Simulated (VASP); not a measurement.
Write the native input for VASP 6.6.1 that does the following.

```
Task                   : single point
Functional             : PBE
Dispersion             : D4
Potentials or basis    : VASP PAW PBE potentials, release 64 (Ag, Bi_d, S, O)
Cutoff                 : 520 eV
k mesh                 : 6 × 6 × 4
Occupations            : fermi-dirac, width 0.02 eV
Spin                   : no spin polarisation
Dipole correction      : no
Further INCAR settings : ALGO = Normal; EDIFF = 1e-06; NBANDS = 48
```

The structure of AgBiSO lies in POSCAR:

```
AgBiSO
1.0
    3.9391333806      0.0000000000      0.0000000000
    0.0000000000      3.9391333806      0.0000000000
    0.0000000000      0.0000000000      9.0357260766
Ag Bi S O
2 2 2 2
Direct
    0.0000000000      0.0000000000      0.5000000000
    0.5000000000      0.5000000000      0.5000000000
    0.0000000000      0.5000000000      0.8605975739
    0.5000000000      0.0000000000      0.1394024261
    0.5000000000      0.0000000000      0.6990665324
    0.0000000000      0.5000000000      0.3009334676
    0.5000000000      0.5000000000      0.0000000000
    0.0000000000      0.0000000000      0.0000000000
```

The input as run:

INCAR

```
PREC = Accurate
ENCUT = 520
EDIFF = 1E-6
ISMEAR = -1
SIGMA = 0.02
LREAL = F
LASPH = T
NELM = 60
ALGO = Normal
ISIF = 2
LWAVE = F
LCHARG = F
GGA = PE
IVDW = 13
NBANDS = 48
```

KPOINTS

```
Automatic mesh
0
Gamma
  6 6 4
```

Potentials or basis: VASP PAW PBE potentials, release 64 (Ag, Bi_d, S, O).

The run is started by

```sh
$ cat potpaw_PBE.64/Ag/POTCAR potpaw_PBE.64/Bi_d/POTCAR potpaw_PBE.64/S/POTCAR potpaw_PBE.64/O/POTCAR > POTCAR
$ mpirun -np 1 vasp_std > vasp.out
```

It gave:

| Item | Value |
| --- | --- |
| Pressure | 0.0 GPa |
| Largest force | 0.047 eV/Å |
| Band gap on the k mesh | 0.64 eV (least direct gap 0.91 eV) |
| Dispersion energy per atom | -0.423 eV |

Caveat: spin-orbit coupling is left out, which moves the levels of the heavy elements.

Run time: 110 s on 1 thread of Intel(R) Xeon(R) 6975P-C (Granite Rapids) (shared host), peak memory 0.35 GiB.
